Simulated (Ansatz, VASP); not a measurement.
# Two plane-wave programs on GaN

INCAR

```
  ALGO = Normal
  EDIFF = 1E-6
  ENCUT = 520
  GGA = PE
  ISIF = 2
  ISMEAR = 0
  LASPH = True
  LCHARG = False
  LREAL = False
  LWAVE = False
  NBANDS = 16
  NELM = 80
  PREC = Accurate
  SIGMA = 0.05
```

KPOINTS

```
k-points
0
Gamma
  10 10 10
```

The input POSCAR:

```
GaN
1.0
    0.0000000000      2.2742384928      2.2742384928
    2.2742384928      0.0000000000      2.2742384928
    2.2742384928      2.2742384928      0.0000000000
Ga N
1 1
Direct
   -0.0013250257      0.0013250257     -0.0013250257
    0.7565956143      0.7434043857      0.7565956143
```

Input for Ansatz:

```yaml
crystal:
  lattice:
    - [0.0, 2.2742384928, 2.2742384928]
    - [2.2742384928, 0.0, 2.2742384928]
    - [2.2742384928, 2.2742384928, 0.0]
  atoms:
    - { symbol: Ga, position: [-0.0013250257, 0.0013250257, -0.0013250257] }
    - { symbol: "N", position: [0.7565956143, 0.7434043857, 0.7565956143] }
basis:
  ecutwfc: 420
kpoints:
  mp_grid: { grid: [10, 10, 10] }
hamiltonian:
  xc: pbe
scf:
  occupations: { method: gaussian, width: 0.05 }
output:
  forces: true
  stress: true
  eigenvalues: true
```

Change from the starting cell: mode 4 (516.3 1/cm) frozen in, largest displacement +0.030 Å.

Alike in both runs: task single point; functional PBE; k mesh 10 × 10 × 10; occupations gaussian, width 0.05 eV; no spin polarisation.

|  | VASP | Ansatz |
| --- | --- | --- |
| version | VASP 6.6.1 | Ansatz 0.2.0 |
| potentials or method | VASP PAW PBE potentials, release 64 (Ga_d, N), cutoff 520 eV | scalar-relativistic, plane waves, PAW |
| valence electrons in the cell | 18 | 18 |

Ansatz gave:

* gap on the k mesh at the Fermi level (eV): 1.47
* least direct gap on the mesh (eV): 1.47
* pressure (GPa): 0.1
* traceless stress, the component that is largest in VASP (GPa): 1.77
* rms of the force components (eV/Å): 0.238

Q: Estimate VASP's values.

A: gap on the k mesh at the Fermi level (eV): 1.48; least direct gap on the mesh (eV): 1.48; pressure (GPa): 0.2; traceless stress, the component that is largest in VASP (GPa): 1.73; rms of the force components (eV/Å): 0.234.

Atom by atom the forces differ by 0.003 eV/Å (rms over components). With one functional, cell and mesh, what is left measures potentials, basis and numerics.
